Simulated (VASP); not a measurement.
Runs of VASP 6.6.1 on Ti. The structure is that of space group P6/mmm (No. 191), or close to it. The cells are those of the table. This isn't the form of Ti at room conditions, which is hcp.

```tsv
task	level	potentials or basis	cell	cutoff (eV)	gap on the mesh (eV)	pressure (GPa)	relaxed volume (Å³/atom)
single point	PBEsol	VASP PAW PBE potentials, release 64 (Ti_sv)	a = 4.515, b = 4.515, c = 2.798 Å, angles 90.0, 90.0, 120.0°, 3 atoms	520	none	(a)	-
single point	LDA	VASP PAW LDA potentials, release 64 (Ti_sv)	a = 4.449, b = 4.449, c = 2.772 Å, angles 90.0, 90.0, 120.0°, 3 atoms	520	none	-0.1	-
relaxation of cell and atoms	LDA	VASP PAW LDA potentials, release 64 (Ti_sv)	relaxed from a = 4.600, b = 4.600, c = 2.820 Å, angles 90.0, 90.0, 120.0°, 3 atoms	600	none	0.0	15.82
relaxation of cell and atoms	PBEsol	VASP PAW PBE potentials, release 64 (Ti_sv)	relaxed from a = 4.600, b = 4.600, c = 2.820 Å, angles 90.0, 90.0, 120.0°, 3 atoms	600	none	-0.1	16.44
```

Alike in all rows: no spin polarisation; k mesh 7 × 7 × 10; smearing fermi-dirac 0.02 eV.

Problem. Estimate the missing entries.

Solution. (a) -0.3.

Caveats: the PAW data sets were made with another functional, which shifts forces and pressure a little (at least some runs).

A gap of «none» marks levels without a gap at the run's occupations.
